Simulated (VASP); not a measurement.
Crystal: In.

```xyz
1
Lattice="-1.6430 1.5768 2.4321 1.6580 -1.6318 2.4781 1.6520 1.6408 -2.4682" Properties=species:S:1:pos:R:3 pbc="T T T"
In    0.0192   -0.0186   -0.0129
```

Base run:

| Property | Result |
| --- | --- |
| Program | VASP 6.6.1 |
| Functional | PBE |
| Potentials or basis | VASP PAW PBE potentials, release 64 (In_d) |
| Cutoff | 520 eV |
| k mesh | 7 × 7 × 8 |
| Occupations | gaussian, width 0.05 eV |
| Spin | no spin polarisation |

Its results: pressure 1.7 GPa.

Problem. The run is repeated on the same cell with these changes: k mesh from 7 × 7 × 8 to 9 × 9 × 10; further incar settings from ALGO = Normal; EDIFF = 1e-07; NBANDS = 12 to ALGO = Normal; EDIFF = 1e-06; NBANDS = 12. What comes out?

Solution. Pressure 2.1 GPa.
